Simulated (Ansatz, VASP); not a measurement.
Pd in VASP and in Ansatz

```xyz
12
Lattice="5.5752 0.0000 0.0000 -2.7876 4.8283 0.0000 0.0000 0.0000 24.8828" Properties=species:S:1:pos:R:3 pbc="T T T"
Pd    1.3938    0.8047    8.0000
Pd    0.0000    3.2188    8.0000
Pd    4.1814    0.8047    8.0000
Pd    2.7876    3.2188    8.0000
Pd    2.7565    1.6253   10.3322
Pd    1.3746    4.0309   10.2608
Pd   -0.0184    1.6200   10.2605
Pd   -1.4026    4.0275   10.2879
Pd   -1.4653    2.4136   12.5897
Pd   -0.0278    0.0145   12.4903
Pd    1.3143    2.4584   12.6592
Pd    2.7515    0.0594   12.5907
```

Alike in both runs: task single point; functional PBE; k mesh 4 × 4 × 1; occupations gaussian, width 0.1 eV; no spin polarisation.

|  | VASP | Ansatz |
| --- | --- | --- |
| version | VASP 6.6.1 | Ansatz 0.2.0 |
| potentials or method | VASP PAW PBE potentials, release 64 (Pd), cutoff 520 eV | scalar-relativistic, plane waves, PAW |
| valence electrons in the cell | 120 | 216 |

```csv
,VASP,Ansatz,Ansatz less VASP
gap on the k mesh at the Fermi level (eV),none,none,-
rms of the force components (eV/Å),0.117,0.118,+0.0012
```

Atom by atom the forces differ by 0.007 eV/Å (rms over components). A gap of «none» marks a metal or a gap that the smearing closes. With one functional, cell and mesh, what is left measures potentials, basis and numerics. VASP's potentials hold 120 valence electrons a cell and Ansatz's 216, so a difference there can come from the potentials and not from the codes.
